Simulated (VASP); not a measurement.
**BeTlMo: single point with PBE**

The system is BeTlMo.

```
CELL_PARAMETERS angstrom
3.85250 0.00000 0.00000
0.00000 3.85250 0.00000
0.00000 0.00000 6.73765
ATOMIC_POSITIONS crystal
Be 0.00000 0.50000 0.31402
Be 0.50000 0.00000 0.68598
Tl 0.00000 0.00000 0.00000
Tl 0.50000 0.50000 0.00000
Mo 0.00000 0.50000 0.64902
Mo 0.50000 0.00000 0.35098
```

| Property | Result |
| --- | --- |
| Program | VASP 6.6.1 |
| Task | single point |
| Functional | PBE |
| Potentials or basis | VASP PAW PBE potentials, release 64 (Be, Tl_d, Mo_sv) |
| Cutoff | 520 eV |
| k mesh | 10 × 10 × 6 |
| Occupations | gaussian, width 0.1 eV |
| Spin | no spin polarisation |
| Dipole correction | no |
| Further INCAR settings | ALGO = Fast; EDIFF = 1e-06; NBANDS = 38 |

The pressure is 0.1 GPa. The largest force is 0.013 eV/Å and the band gap on the k mesh is zero (bands 29 and 30 overlap by 1.08 eV).

Forces on the atoms (eV/Å):
```
Be   0.000  0.000 -0.013
Be   0.000  0.000  0.013
Tl   0.000  0.000  0.000
Tl   0.000  0.000  0.000
Mo   0.000  0.000 -0.001
Mo   0.000  0.000  0.001
```

Stress tensor (GPa, compression positive):
```
0.01 0.00 0.00
0.00 0.01 0.00
0.00 0.00 0.14
```

Levels at points of the mesh, in eV from the Fermi level:
| k point | band 27 | band 28 | band 29 | band 30 | band 31 | band 32 |
| --- | --- | --- | --- | --- | --- | --- |
| (0.00, 0.00, 0.00) | -0.61 | -0.53 | -0.11 | -0.11 | -0.07 | -0.07 |
| (0.50, 0.00, 0.00) | -1.22 | -1.22 | -0.06 | -0.06 | 0.46 | 0.46 |
| (0.50, 0.50, 0.00) | -2.06 | -2.06 | -0.26 | -0.26 | 0.67 | 0.67 |
| (0.00, 0.00, 0.50) | -0.88 | -0.88 | -0.65 | -0.44 | 0.39 | 1.74 |
| (0.50, 0.00, 0.50) | -1.45 | -1.45 | 0.33 | 0.33 | 0.66 | 0.66 |
| (0.50, 0.50, 0.50) | -2.06 | -2.06 | 0.54 | 0.54 | 0.67 | 0.67 |

Wall time 7.9 min on 1 thread of Oxide Virtual Turin-like Processor, on a shared host, peak memory 0.37 GiB.

Caveat: spin-orbit coupling is left out, which moves the levels of the heavy elements.
